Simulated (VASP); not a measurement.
Crystal: In2Sb3.

```
CELL_PARAMETERS angstrom
5.40437 0.00000 0.00000
0.00000 5.40437 0.00000
0.00000 0.00000 5.40437
ATOMIC_POSITIONS crystal
In 0.00000 0.00000 0.00000
In 0.50000 0.50000 0.50000
Sb 0.50000 0.00000 0.00000
Sb 0.00000 0.50000 0.00000
Sb 0.00000 0.00000 0.50000
```

- Program: VASP 6.6.1
- Task: relaxation of cell and atoms
- Functional: PBE
- Potentials or basis: VASP PAW PBE potentials, release 64 (In_d, Sb)
- Cutoff: 600 eV
- k mesh: 4 × 4 × 4
- Occupations: gaussian, width 0.1 eV
- Spin: no spin polarisation

At the start: pressure 6.0 GPa; volume 31.57 Å³/atom.

How do energy, volume and symmetry change on relaxing?

Over 3 steps the energy falls by 78.4 meV/atom and the volume is 36.30 Å³/atom (+15.0 %); space group Pm-3m (No. 221, to 0.05 Å).

Step by step:
```csv
step,energy change (eV),largest force (eV/Å),pressure (GPa),volume (Å³)
1,0.0000,0.0000,5.99,157.85
2,-0.3802,0.0000,-0.75,186.38
3,-0.3921,0.0000,-0.01,181.48
```

Final structure:
```cif
data_structure
_symmetry_space_group_name_H-M 'P 1'
_symmetry_Int_Tables_number 1
_cell_length_a 5.6616
_cell_length_b 5.6616
_cell_length_c 5.6616
_cell_angle_alpha 90.000
_cell_angle_beta 90.000
_cell_angle_gamma 90.000
_cell_volume 181.48
loop_
_atom_site_label
_atom_site_type_symbol
_atom_site_fract_x
_atom_site_fract_y
_atom_site_fract_z
_atom_site_occupancy
In1 In 0.00000 0.00000 0.00000 1
In2 In 0.50000 0.50000 0.50000 1
Sb1 Sb 0.50000 0.00000 0.00000 1
Sb2 Sb 0.00000 0.50000 0.00000 1
Sb3 Sb 0.00000 0.00000 0.50000 1
```
